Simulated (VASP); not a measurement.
Crystal: CuI.

```xyz
2
Lattice="0.0000 3.0120 3.0120 2.9970 0.0000 3.0120 2.9970 3.0120 0.0000" Properties=species:S:1:pos:R:3 pbc="T T T"
Cu    0.0000    0.0000    0.0000
I     1.4985    1.5060    1.5060
```

This cell differs from its parent crystal: uniaxial x strain -0.5%.

Base run:

```yaml
Program: VASP 6.6.1
Functional: r2SCAN
Potentials_or_basis: VASP PAW PBE potentials, release 64 (Cu, I)
Cutoff: 520 eV
k_mesh: 8 × 8 × 8
Occupations: gaussian, width 0.01 eV
Spin: no spin polarisation
```

Its results: band gap on the k mesh 1.68 eV; pressure 0.2 GPa.

Question: The run is repeated on the same cell with these changes: functional from r2SCAN to PBE; occupations from gaussian, width 0.01 eV to fermi-dirac, width 0.02 eV. What comes out?

Answer: Band gap on the k mesh 1.20 eV; pressure 1.4 GPa.

Caveats: spin-orbit coupling is left out, which moves the levels of the heavy elements; the PAW data sets were made with another functional, which shifts forces and pressure a little (at least some runs).

